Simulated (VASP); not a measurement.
EuOs: single point with PBE+U

The system is EuOs.

```
Eu Os
1.0
     3.52228    0.00000    3.52228
     0.00000    3.52228    3.52228
     0.00000    0.00000    7.04456
Eu Os
2 2
Direct
  0.00000 0.00000 0.00000
  0.00000 0.00000 0.50000
  0.50000 0.50000 0.75000
  0.50000 0.50000 0.25000
```

- Program: VASP 6.6.1
- Task: single point
- Functional: PBE
- Potentials or basis: VASP PAW PBE potentials, release 64 (Eu, Os)
- Cutoff: 520 eV
- k mesh: 8 × 8 × 4
- Occupations: gaussian, width 0.05 eV
- Spin: collinear spin, antiferromagnetic start
- Starting moments: [7.0, -7.0, 0.0, 0.0] μB
- Hubbard terms: Eu f U = 6.0 eV
- Dipole correction: no
- Further INCAR settings: ALGO = Normal; EDIFF = 1e-07; NBANDS = 37

| Quantity | Value |
| --- | --- |
| Pressure | -4.4 GPa |
| Band gap on the k mesh | zero (filled and empty bands overlap) |
| Net moment | 0.00 μB per cell |
| Site moments | Eu +6.15, -6.15; Os +0.00 μB |
| Valence electrons inside the program's atomic spheres | Eu 14.65; Os 6.96 |

Levels at points of the mesh, in eV from the Fermi level:
Spin up:
```
           k point  band 22  band 23  band 24  band 25  band 26  band 27  band 28  band 29
(0.00, 0.00, 0.00)    -0.43    -0.43    -0.19    -0.19    -0.19     0.14     1.12     1.12
(0.50, 0.00, 0.00)    -0.32    -0.32    -0.27     0.83     1.06     1.21     1.36     1.41
(0.00, 0.00, 0.50)    -1.20    -0.95    -0.95    -0.93    -0.93     0.37     3.34     3.34
```
Spin down:
```tsv
k point	band 21	band 22	band 23	band 24	band 25	band 26	band 27	band 28	band 29	band 30
(0.00, 0.00, 0.00)	-0.43	-0.43	-0.43	-0.19	-0.19	-0.19	0.14	1.12	1.12	3.11
(0.50, 0.00, 0.00)	-1.50	-0.32	-0.32	-0.27	0.83	1.06	1.21	1.36	1.41	2.76
(0.00, 0.00, 0.50)	-1.35	-1.20	-0.95	-0.95	-0.93	-0.93	0.37	3.34	3.34	3.65
```

Eigenvalues of the final occupation matrices:
```
    site  spin  trace                         eigenvalues
site 1 f     1   6.15  0.21 0.99 0.99 0.99 0.99 0.99 0.99
site 1 f     2   0.03  0.00 0.00 0.00 0.00 0.00 0.00 0.01
site 2 f     1   0.03  0.00 0.00 0.00 0.00 0.00 0.00 0.01
site 2 f     2   6.15  0.21 0.99 0.99 0.99 0.99 0.99 0.99
```

It took 8.9 min on 1 thread of Intel(R) Xeon(R) 6975P-C (Granite Rapids) (shared host), peak memory 0.4 GiB.

Caveat: the cell stands under tension; the antiferromagnetic order is the one typed at the start, and another may lie lower; spin-orbit coupling is left out, which moves the levels of the heavy elements. The state reached can hang on the start; a lower one may exist.
